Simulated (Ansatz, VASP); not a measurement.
# One calculation of Mg, two programs

INCAR

```
SYSTEM = Mg
  ALGO = Normal
  EDIFF = 1E-6
  ENCUT = 520
  ISIF = 2
  ISMEAR = -1
  LASPH = .TRUE.
  LCHARG = .FALSE.
  LREAL = .FALSE.
  LWAVE = .FALSE.
  NBANDS = 12
  NELM = 100
  PREC = Accurate
  SIGMA = 0.05
```

KPOINTS

```
k-points
0
G
  10 10 3
  0 0 0
```

Contents of POSCAR:

```
Mg
1.0
    3.1119747816      0.0000000000      0.0000000000
   -1.5559873908      2.6950492168      0.0000000000
    0.0000000000      0.0000000000     10.1082138827
Mg
4
Direct
    0.6666666667      0.3333333333      0.7500000000
    0.0000000000      0.0000000000      0.5000000000
    0.3333333333      0.6666666667      0.2500000000
    0.0000000000      0.0000000000      0.0000000000
```

The input input.yaml:

```yaml
crystal:
  lattice:
    - [3.1119747816, 0.0, 0.0]
    - [-1.5559873908, 2.6950492168, 0.0]
    - [0.0, 0.0, 10.1082138827]
  atoms:
    - { symbol: Mg, position: [0.6666666667, 0.3333333333, 0.75] }
    - { symbol: Mg, position: [0.0, 0.0, 0.5] }
    - { symbol: Mg, position: [0.3333333333, 0.6666666667, 0.25] }
    - { symbol: Mg, position: [0.0, 0.0, 0.0] }
kpoints:
  mp_grid: { grid: [10, 10, 3] }
scf:
  occupations: { method: fermi_dirac, width: 0.05 }
hamiltonian:
  xc: lda
  pseudopotentials: { kind: all_electron, lapw: { basis_error: 0.002 } }
output:
  forces: true
  stress: true
  eigenvalues: true
```

Change from the starting cell: volume scaled by 0.94.

Alike in both runs: task single point; functional LDA; k mesh 10 × 10 × 3; occupations fermi-dirac, width 0.05 eV; no spin polarisation.

|  | VASP | Ansatz |
| --- | --- | --- |
| version | VASP 6.6.1 | Ansatz 0.2.0 |
| potentials or method | VASP PAW LDA potentials, release 64 (Mg), cutoff 520 eV | all-electron LAPW, scalar-relativistic |

|  | VASP | Ansatz | Ansatz less VASP |
| --- | --- | --- | --- |
| gap on the k mesh at the Fermi level (eV) | none | none | - |
| pressure (GPa) | 0.7 | 1.1 | +0.37 |
| traceless stress, the component that is largest in VASP (GPa) | 0.58 | 0.60 | +0.016 |

LDA's correlation is that of Perdew and Zunger in VASP and of Perdew and Wang (1992) in Ansatz. A gap of «none» marks a metal or a gap that the smearing closes. Ansatz ran all-electron here, and VASP with PAW potentials.
